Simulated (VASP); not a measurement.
# GaN (P6_3/mmc) in VASP: single point with r2SCAN

Aim: the single point of GaN with r2SCAN.

Everything below comes from runs of VASP 6.6.1. Logs are shortened: lines on timing, memory, paths and dates and some standing lists are left out, and cuts for length are marked.

## (1) The cell of the first run

Symmetry: P6_3/mmc, No. 194, hexagonal system. The conventional cell has a = 3.300 Å, b = 3.300 Å, c = 4.756 Å, α = 90.00°, β = 90.00°, γ = 120.00°. Within 2.5 Å of Ga (site symmetry -6m2) lie 5 N at 1.91 to 2.38 Å. Within 2.5 Å of N (site symmetry -6m2) lie 5 Ga at 1.91 to 2.38 Å.

## (2) Single point, r2SCAN

POSCAR

```
GaN
1.0
    3.3000346593      0.0000000000      0.0000000000
   -1.6500173297      2.8579138483      0.0000000000
    0.0000000000      0.0000000000      4.7558752947
Ga N
2 2
Direct
    0.3333333333      0.6666666667      0.2500000000
    0.6666666667      0.3333333333      0.7500000000
    0.6666666667      0.3333333333      0.2500000000
    0.3333333333      0.6666666667      0.7500000000
```

INCAR.step1

```
SYSTEM = GaN
  PREC = Accurate
  ENCUT = 520
  ISMEAR = 0
  SIGMA = 0.01
  LREAL = .FALSE.
  LASPH = .TRUE.
  NELM = 100
  NBANDS = 26
  GGA = PE
  ALGO = Normal
  EDIFF = 1E-4
  LWAVE = .TRUE.
  LCHARG = .FALSE.
```

INCAR.step2

```
SYSTEM = GaN
  PREC = Accurate
  ENCUT = 520
  EDIFF = 1E-6
  ISMEAR = 0
  SIGMA = 0.01
  LREAL = .FALSE.
  LASPH = .TRUE.
  NELM = 100
  ALGO = Normal
  ISIF = 2
  LWAVE = .FALSE.
  LCHARG = .FALSE.
  METAGGA = R2SCAN
  LMIXTAU = .TRUE.
  NBANDS = 26
  ISTART = 1
```

KPOINTS

```
regular mesh
0
G
  6 6 4
  0 0 0
```

Potentials or basis: VASP PAW PBE potentials, release 64 (Ga_d, N).

Started as:

```bash
cat potpaw_PBE.64/Ga_d/POTCAR potpaw_PBE.64/N/POTCAR > POTCAR
cp INCAR.step1 INCAR
mpirun -np 1 vasp_std > vasp.out
cp INCAR.step2 INCAR
mpirun -np 1 vasp_std > vasp.out
```

OUTCAR:

```text
SYSTEM = GaN
   PREC = Accurate
   ENCUT = 520
   EDIFF = 1E-6
   ISMEAR = 0
   LREAL = .FALSE.
   LASPH = .TRUE.
   NELM = 100
   ISIF = 2
   METAGGA = R2SCAN
   ISTART = 1

 ion  position               nearest neighbor table
   1  0.333  0.667  0.250-   3 1.91   3 1.91   3 1.91
   2  0.667  0.333  0.750-   4 1.91   4 1.91   4 1.91
   3  0.667  0.333  0.250-   1 1.91   1 1.91   1 1.91
   4  0.333  0.667  0.750-   2 1.91   2 1.91   2 1.91

  LATTYP: Found a hexagonal cell.
 ALAT       =     3.3000346593
 C/A-ratio  =     1.4411591955

  Lattice vectors:

 A1 = (   3.3000346593,   0.0000000000,   0.0000000000)
 A2 = (  -1.6500173297,   2.8579138483,   0.0000000000)
 A3 = (   0.0000000000,   0.0000000000,   4.7558752947)

Analysis of symmetry for initial positions (statically):
=====================================================================
 Subroutine PRICEL returns:
 Original cell was already a primitive cell.

 Routine SETGRP: Setting up the symmetry group for a
 hexagonal supercell.

 Subroutine GETGRP returns: Found 24 space group operations
 (whereof 12 operations were pure point group operations)
 out of a pool of 24 trial point group operations.

The static configuration has the point symmetry D_3d.
 The point group associated with its full space group is D_6h.

Analysis of symmetry for dynamics (positions and initial velocities):
=====================================================================
 Subroutine PRICEL returns:
 Original cell was already a primitive cell.

 Routine SETGRP: Setting up the symmetry group for a
 hexagonal supercell.

 Subroutine GETGRP returns: Found 24 space group operations
 (whereof 12 operations were pure point group operations)
 out of a pool of 24 trial point group operations.

The dynamic configuration has the point symmetry D_3d.
 The point group associated with its full space group is D_6h.

 Subroutine INISYM returns: Found 24 space group operations
 (whereof 12 operations are pure point group operations),
 and found     1 'primitive' translations

----------------------------------------------------------------------------------------

                                     Primitive cell

  volume of cell :      44.8537
[... 84 lines left out ...]
   LNONCOLLINEAR =      F non collinear calculations
   LSORBIT =      F    spin-orbit coupling
   LASPH  =      T    aspherical Exc in radial PAW
   ENCUT  =  520.0 eV  38.22 Ry    6.18 a.u.   6.14  6.14  8.84*2*pi/ulx,y,z
   NELM   =    100;   NELMIN=  2; NELMDL=  0     # of ELM steps
   EDIFF  = 0.1E-05   stopping-criterion for ELM
   LREAL  =      F    real-space projection
   EDIFFG = 0.1E-04   stopping-criterion for IOM
   NSW    =      0    number of steps for IOM
   IBRION =     -1    ionic relax: 0-MD 1-quasi-New 2-CG
   NFREE  =      0    steps in history (QN), initial steepest desc. (CG)
   ISIF   =      2    stress and relaxation
   ISYM   =      2    0-nonsym 1-usesym 2-fastsym
   POTIM  = 0.5000    time-step for ionic-motion
   TEBEG  =    0.0;   TEEND  =   0.0 temperature during run
   PSTRESS=    0.0 pullay stress
   NELECT =      36.0000    total number of electrons
   NUPDOWN=      -1.0000    fix difference up-down
   EMIN   =  10.00;   EMAX   =-10.00  energy-range for DOS
   EFERMI =   0.00;   METHOD = LEGACY
   ISMEAR =     0;   SIGMA  =   0.01  broadening in eV -4-tet -1-fermi 0-gaus
   EFERMI_NEDOS =   21; number of points for ismear=-14 and -15
   IALGO  =     38    algorithm
   IMIX   =      4    mixing-type and parameters
     AMIX     =   0.40;   BMIX     =  1.00
     AMIX_MAG =   1.60;   BMIX_MAG =  1.00
  volume/ion in A,a.u.               =      11.21        75.67
  Fermi-wavevector in a.u.,A,eV,Ry     =   1.521398  2.875026 31.492769  2.314653
  Thomas-Fermi vector in A             =   2.630119
   LORBIT       =      0    0 simple, 1 ext, 2 COOP (PROOUT), +10 PAW based schemes
   METAGGA = R2SCAN    functional components
   LHFCALC =     F    Hartree Fock is set to
   AEXX    =    0.0000 exact exchange contribution
   IVDW    =     0    specifies the selected vdW correction
   LEPSILON=     F    determine dielectric tensor
   LRPA    =     F    only Hartree local field effects (RPA)
 non-spin polarized calculation
 Gauss-broadening in eV      SIGMA  =   0.01
  energy-cutoff  :      520.00
  volume of cell :       44.85
 maximum number of plane-waves:      1228
 NGX is ok and might be reduce to    28
   NGX = 13   NGY = 13   NGZ = 17

 number of electron      35.9999985 magnetization

 Free energy of the ion-electron system (eV)
  ---------------------------------------------------
  ext. energy  EPLUGINS =         0.00000000
  ---------------------------------------------------
  free energy    TOTEN  =       -42.82049891 eV

  energy without entropy =      -42.82049891  energy(sigma->0) =      -42.82049891

 E-fermi :   5.9647     XC(G=0): -12.7833

 val. band max:        5.8661500973   @ k =   0.0000   0.0000   0.0000
 cond. band min:       7.7417725487   @ k =   0.0000   0.0000   0.0000
 fundamental gap:      1.8756224515
 Fermi energy:         5.9646908425

 k-point     1 :       0.0000    0.0000    0.0000
  band No.  band energies     occupation
      1     -11.6453      2.00000
      2     -10.6108      2.00000
      3      -8.7183      2.00000
      4      -8.7182      2.00000
      5      -8.7113      2.00000
      6      -8.7113      2.00000
[... 598 lines left out ...]
     25      18.7906      0.00000
     26      18.7906      0.00000

------------------------ aborting loop because EDIFF is reached ----------------------------------------

  FORCE on cell =-STRESS in cart. coord.  units (eV):
  Direction    XX          YY          ZZ          XY          YZ          ZX
  --------------------------------------------------------------------------------------
  -------------------------------------------------------------------------------------
  Total        0.3984611      0.3984611     -0.0432151     -0.0000000      0.0000000      0.0000000
  in kB       14.2330635     14.2330635     -1.5436461     -0.0000000      0.0000000      0.0000000
  external PRESSURE =       8.9741603 kB  Pullay stress =       0.0000000 kB

 VOLUME and BASIS-vectors are now :
 -----------------------------------------------------------------------------
  energy-cutoff  :      520.00
  volume of cell :       44.85
      direct lattice vectors                 reciprocal lattice vectors
     3.300034659  0.000000000  0.000000000     0.303027120  0.174952790  0.000000000
    -1.650017330  2.857913848  0.000000000     0.000000000  0.349905579  0.000000000
     0.000000000  0.000000000  4.755875295     0.000000000  0.000000000  0.210266237

 POSITION                                       TOTAL-FORCE (eV/Angst)
 -----------------------------------------------------------------------------------
     -0.00000      1.90528      1.18897        -0.000000      0.000000      0.000000
      1.65002      0.95264      3.56691         0.000000     -0.000000      0.000000
      1.65002      0.95264      1.18897        -0.000000     -0.000000      0.000000
     -0.00000      1.90528      3.56691        -0.000000     -0.000000      0.000000
 -----------------------------------------------------------------------------------
    total drift:                               -0.000000      0.000000      0.000000

  FREE ENERGIE OF THE ION-ELECTRON SYSTEM (eV)
  ---------------------------------------------------
  free  energy   TOTEN  =       -42.8204989075 eV

  energy  without entropy=      -42.8204989075  energy(sigma->0) =      -42.82049891
```

OUTCAR.step1:

```text
SYSTEM = GaN
   PREC = Accurate
   ENCUT = 520
   ISMEAR = 0
   LREAL = .FALSE.
   LASPH = .TRUE.
   NELM = 100
[... 834 lines left out ...]
      1.65002      0.95264      3.56691        -0.000000     -0.000000      0.000000
      1.65002      0.95264      1.18897         0.000000      0.000000      0.000000
     -0.00000      1.90528      3.56691        -0.000000      0.000000      0.000000
 -----------------------------------------------------------------------------------
    total drift:                               -0.000000      0.000000      0.000000

  FREE ENERGIE OF THE ION-ELECTRON SYSTEM (eV)
  ---------------------------------------------------
  free  energy   TOTEN  =       -23.3532092658 eV

  energy  without entropy=      -23.3532092658  energy(sigma->0) =      -23.35320927
```

Wall time 90 s (1 thread of AMD EPYC 7R13 (Zen 3), shared host); peak memory 0.15 GiB.

What came out:

```yaml
Free_energy: -42.8205 eV
Pressure: 0.9 GPa
Band_gap_on_the_k_mesh: 1.88 eV, direct
```

Caveat: the PAW data sets were made with another functional, which shifts forces and pressure a little. r2SCAN opens gaps a little over a GGA but as a rule still falls short of measured ones.
